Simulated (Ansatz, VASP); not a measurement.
## Bi2TeSe2 in VASP and in Ansatz

The input POSCAR:

```
Bi2TeSe2
1.0
    2.0287562046      1.1713029409      9.5666450500
   -2.0287562046      1.1713029409      9.5666450500
    0.0000000000     -2.3426058817      9.5666450500
Bi Te Se
2 1 2
Direct
    0.3980600000      0.3980600000      0.3980600000
    0.6019400000      0.6019400000      0.6019400000
    0.0000000000      0.0000000000      0.0000000000
    0.2116000000      0.2116000000      0.2116000000
    0.7884000000      0.7884000000      0.7884000000
```

Contents of INCAR.step1:

```
PREC = Accurate ; ENCUT = 520
ISMEAR = 0 ; SIGMA = 0.05
LREAL = False ; LASPH = True
NELM = 80 ; NBANDS = 32
GGA = PE ; ALGO = Normal
EDIFF = 1E-4 ; LWAVE = True
LCHARG = False
```

Contents of INCAR.step2:

```
PREC = Accurate ; ENCUT = 520
EDIFF = 1E-7 ; ISMEAR = 0
SIGMA = 0.05 ; LREAL = False
LASPH = True ; NELM = 80
ALGO = Normal ; ISIF = 2
LWAVE = False ; LCHARG = True
METAGGA = R2SCAN ; LMIXTAU = True
LELF = True ; LVHAR = True
NBANDS = 32 ; ISTART = 1
```

Contents of KPOINTS:

```
Automatic mesh
0
Gamma
  6 6 6
```

Input for Ansatz:

```yaml
crystal:
  lattice:
    - [2.0287562046, 1.1713029409, 9.56664505]
    - [-2.0287562046, 1.1713029409, 9.56664505]
    - [0.0, -2.3426058817, 9.56664505]
  atoms:
    - { symbol: Bi, position: [0.39806, 0.39806, 0.39806] }
    - { symbol: Bi, position: [0.60194, 0.60194, 0.60194] }
    - { symbol: Te, position: [0.0, 0.0, 0.0] }
    - { symbol: Se, position: [0.2116, 0.2116, 0.2116] }
    - { symbol: Se, position: [0.7884, 0.7884, 0.7884] }
basis:
  ecutwfc: 500
kpoints:
  mp_grid: { grid: [6, 6, 6] }
hamiltonian:
  xc: r2scan
scf:
  occupations: { method: gaussian, width: 0.05 }
output:
  forces: true
  stress: true
  eigenvalues: true
  write_density: true
  write_potential: true
  elf: true
  volumetric_format: npy
```

Change from the starting cell: strain -0.030 along x and y, -0.015 along z, atoms carried along.

Alike in both runs: task single point; functional r2SCAN; k mesh 6 × 6 × 6; occupations gaussian, width 0.05 eV; no spin polarisation.

|  | VASP | Ansatz |
| --- | --- | --- |
| version | VASP 6.6.1 | Ansatz 0.2.0 |
| potentials or method | VASP PAW PBE potentials, release 64 (Bi_d, Te, Se), cutoff 520 eV | scalar-relativistic, plane waves, PAW |
| valence electrons in the cell | 48 | 78 |

Ansatz gave:

```
gap on the k mesh at the Fermi level (eV)                     : 0.75
least direct gap on the mesh (eV)                             : 0.75
pressure (GPa)                                                : 10.3
traceless stress, the component that is largest in VASP (GPa) : 0.09
rms of the force components (eV/Å)                            : 0.811
```

**Question.** What did VASP give for the same quantities?

**Answer.** gap on the k mesh at the Fermi level (eV): 0.76; least direct gap on the mesh (eV): 0.76; pressure (GPa): 10.4; traceless stress, the component that is largest in VASP (GPa): 0.09; rms of the force components (eV/Å): 0.809.

VASP's potentials were made for PBE, not for r2SCAN. Atom by atom the forces differ by 0.006 eV/Å (rms over components). VASP's potentials hold 48 valence electrons a cell and Ansatz's 78, so a difference there can come from the potentials and not from the codes.

Neither program's run includes spin-orbit coupling.
